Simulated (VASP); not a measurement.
Tl:

```
Tl
1.0
    -1.94100    1.94100    1.94100
     1.94100   -1.94100    1.94100
     1.94100    1.94100   -1.94100
Tl
1
Direct
  0.00000 0.00000 0.00000
```

Program: VASP 6.6.1. Alike in all runs: task single point; no spin polarisation; cell as given.

Question: Order these runs on this cell by their pressure, lowest first.
A. level LDA; potentials or basis VASP PAW LDA potentials, release 64 (Tl_d); k mesh 2 × 2 × 2; cutoff (eV) 520; smearing fermi-dirac 0.037 eV
B. level LDA; potentials or basis VASP PAW LDA potentials, release 64 (Tl_d); k mesh 6 × 6 × 6; cutoff (eV) 520; smearing gaussian 0.1 eV
C. level PBE; potentials or basis VASP PAW PBE potentials, release 64 (Tl_d); k mesh 7 × 7 × 7; cutoff (eV) 520; smearing tetrahedron
D. level r2SCAN; potentials or basis VASP PAW PBE potentials, release 64 (Tl_d); k mesh 7 × 7 × 7; cutoff (eV) 550; smearing gaussian 0.1 eV

Answer: A (-6.3 GPa), B (-2.3 GPa), D (0.7 GPa), C (2.3 GPa).

Caveats: some runs use coarse meshes; tetrahedron occupations give inexact forces and stress in metals (some runs); the PAW data sets were made with another functional, which shifts forces and pressure a little (some runs).
